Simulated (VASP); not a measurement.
Input of a VASP 6.6.1 run:

Contents of POSCAR:

```
MgO
1.0
    2.9380209034      0.0000000000      0.0000000000
   -1.4690104517      2.5444007392      0.0000000000
    0.0000000000      0.0000000000      2.6796800000
Mg O
1 1
Direct
    0.0000000000      0.0000000000      0.0000000000
    0.3333333300      0.6666666700      0.5000000000
```

The input INCAR.step1:

```
SYSTEM = MgO
PREC = Accurate
ENCUT = 920
ISMEAR = 0
SIGMA = 0.1
LREAL = .False.
LASPH = .True.
NELM = 120
NBANDS = 15
GGA = PE
ALGO = Normal
EDIFF = 1E-5
LWAVE = .True.
LCHARG = .False.
GGA_COMPAT = .False.
```

File INCAR.step2:

```
SYSTEM = MgO
PREC = Accurate
ENCUT = 920
EDIFF = 1E-6
ISMEAR = 0
SIGMA = 0.1
LREAL = .False.
LASPH = .True.
NELM = 120
ALGO = Normal
ISIF = 2
LWAVE = .False.
LCHARG = .False.
METAGGA = R2SCAN
LMIXTAU = .True.
NBANDS = 15
ISTART = 1
GGA_COMPAT = .False.
```

Contents of KPOINTS:

```
regular mesh
0
Gamma
  9 9 6
  0 0 0
```

Potentials or basis: VASP PAW PBE potentials, release 64 (Mg_sv, O).

Launch:

```bash
$ cat potpaw_PBE.64/Mg_sv/POTCAR potpaw_PBE.64/O/POTCAR > POTCAR
$ cp INCAR.step1 INCAR
$ mpirun -np 1 vasp_std > vasp.out
$ cp INCAR.step2 INCAR
$ mpirun -np 1 vasp_std > vasp.out
```

Task: Estimate the band gap on the k mesh.

Result: 3.80 eV (least direct gap 4.21 eV).

Task: What does it give for the pressure?

Result: -4.9 GPa.

Stress tensor (GPa, compression positive):
```
-4.72  0.00  0.00
 0.00 -4.72  0.00
 0.00  0.00 -5.31
```

Caveat: the cell stands under tension; the PAW data sets were made with another functional, which shifts forces and pressure a little. A k mesh can miss the band edges.
